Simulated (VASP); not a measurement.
A run of VASP 6.6.1 is set up as follows.

The input INCAR:

```
SYSTEM = In
  PREC = Accurate
  ENCUT = 600
  EDIFF = 1E-6
  ISMEAR = 0
  SIGMA = 0.1
  LREAL = .False.
  LASPH = .True.
  NELM = 100
  ALGO = Normal
  ISIF = 3
  LWAVE = .False.
  LCHARG = .False.
  GGA = PS
  IBRION = 2
  NSW = 100
  EDIFFG = -0.005
```

File KPOINTS:

```
regular mesh
0
Gamma
  16 16 16
  0 0 0
```

The input POSCAR:

```
In
1.0
   -1.8825252400      1.8825252400      1.8825252400
    1.8825252400     -1.8825252400      1.8825252400
    1.8825252400      1.8825252400     -1.8825252400
In
1
Direct
    0.0000000000      0.0000000000      0.0000000000
```

Potentials or basis: VASP PAW PBE potentials, release 64 (In_d).

Run with:

```bash
$ cat potpaw_PBE.64/In_d/POTCAR > POTCAR
$ mpirun -np 1 vasp_std > vasp.out
```

(1) What does it give for the relaxed cell?

(2) Estimate the relaxed volume.

(3) Estimate the space group after relaxing (to 0.05 Å).

## Answers

(1) a = 3.228 Å, b = 3.228 Å, c = 3.228 Å, α = 109.47°, β = 109.47°, γ = 109.47°.

(2) 25.90 Å³/atom.

(3) Im-3m (No. 229).

Caveat: the PAW data sets were made with another functional, which shifts forces and pressure a little.
